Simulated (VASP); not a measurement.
Wanted: the native input for a VASP 6.6.1 run.

| Property | Result |
| --- | --- |
| Task | single point |
| Functional | PBE |
| Dispersion | D3(BJ) |
| Potentials or basis | VASP PAW PBE potentials, release 64 (P) |
| Cutoff | 520 eV |
| k mesh | 4 × 4 × 4, shifted |
| Occupations | gaussian, width 0.1 eV |
| Spin | no spin polarisation |
| Dipole correction | no |
| Further INCAR settings | LREAL = Auto; ALGO = Normal; EDIFF = 1e-07; NBANDS = 50 |

The structure of P (a cell with a defect) lies in POSCAR:

```
P
1.0
    1.6612621559     -5.0957604361     -4.1668617613
    1.6612621559     -5.0957604361      4.1668617613
   -4.9837864676     -5.0957604361      0.0000000000
P
15
Direct
    0.4064228513      0.2753736543      0.5601887924
    0.1093145022      0.0411022184      0.0424576081
    0.8225265016      0.8150481934      0.5455764218
    0.1546536500      0.7584996612      0.3143835585
    0.7865148964      0.5067749999      0.8661567841
    0.7149200588      0.2072443620      0.3134960114
    0.4198794875      0.9618128063      0.8101059572
    0.6197943736      0.7073955618      0.4236721187
    0.4366746443      0.4574784048      0.9256913000
    0.1626991342      0.2125048041      0.4521214847
    0.8743170860      0.9565894435      0.9365744786
    0.1324870859      0.5090167016      0.1874593201
    0.8405770614      0.2704632252      0.6876677053
    0.5796210584      0.0324275981      0.1890306420
    0.3238609525      0.7444345036      0.6922276447
```

This cell differs from its parent crystal: atoms taken out, then relaxed in part.

These files were run (other wordings do the same):

INCAR

```
PREC = Accurate
ENCUT = 520
EDIFF = 1E-7
ISMEAR = 0
SIGMA = 0.1
LREAL = Auto
LASPH = True
NELM = 100
ALGO = Normal
ISIF = 2
LWAVE = False
LCHARG = False
GGA = PE
IVDW = 12
NBANDS = 50
```

KPOINTS

```
Automatic mesh
0
Gamma
  4 4 4
  0.5 0.5 0.5
```

Potentials or basis: VASP PAW PBE potentials, release 64 (P).

Run with:

```sh
$ cat potpaw_PBE.64/P/POTCAR > POTCAR
$ mpirun -np 1 vasp_std > vasp.out
```

It gave:

```
Pressure                   : -2.7 GPa
Largest force              : 0.073 eV/Å
Band gap on the k mesh     : zero (an odd number of electrons rules out a gap without spin polarisation)
Dispersion energy per atom : -0.371 eV
```

Caveat: the cell differs from its parent crystal (atoms taken out, then relaxed in part).

It took 6.5 min on 1 thread of Intel(R) Xeon(R) 6975P-C (Granite Rapids) (shared host), peak memory 0.5 GiB.
